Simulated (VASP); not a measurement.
Crystal: Te.

```
Te
1.0
     4.45400    0.00000    0.00000
    -2.22700    3.85728    0.00000
     0.00000    0.00000    5.92400
Te
3
Direct
  0.26900 0.00000 0.33333
  0.00000 0.26900 0.66667
  0.73100 0.73100 0.00000
```

* Program: VASP 6.6.1
* Task: relaxation of cell and atoms
* Functional: PBEsol
* Potentials or basis: VASP PAW PBE potentials, release 64 (Te)
* Cutoff: 600 eV
* k mesh: 6 × 6 × 4
* Occupations: fermi-dirac, width 0.02 eV
* Spin: no spin polarisation

At the start: pressure -0.9 GPa; volume 33.93 Å³/atom.

Question: How do energy, volume and symmetry change on relaxing?

Answer: Over 7 steps the energy falls by 9.6 meV/atom and the volume is 32.18 Å³/atom (-5.2 %); space group P3_121 (No. 152, to 0.1 Å) before and after.

The path:
| step | energy change (eV) | largest force (eV/Å) | pressure (GPa) | volume (Å³) |
| --- | --- | --- | --- | --- |
| 1 | 0.0000 | 0.1174 | -0.85 | 101.78 |
| 2 | -0.0082 | 0.2189 | 0.29 | 99.14 |
| 3 | -0.0082 | 0.2175 | 0.28 | 99.18 |
| 4 | -0.0169 | 0.1639 | 0.24 | 98.38 |
| 5 | -0.0282 | 0.0241 | 0.31 | 96.00 |
| 6 | -0.0272 | 0.0343 | -0.52 | 97.44 |
| 7 | -0.0287 | 0.0022 | 0.00 | 96.53 |

Final structure:
```yaml
crystal:
  lattice:
    - [4.32178, 0.00000, 0.00000]
    - [-2.16089, 3.74277, 0.00000]
    - [0.00000, 0.00000, 5.96761]
  atoms:
    - { symbol: Te, position: [0.28240, 0.00000, 0.33333] }
    - { symbol: Te, position: [0.00000, 0.28240, 0.66667] }
    - { symbol: Te, position: [0.71760, 0.71760, 0.00000] }
```

Caveat: the PAW data sets were made with another functional, which shifts forces and pressure a little.
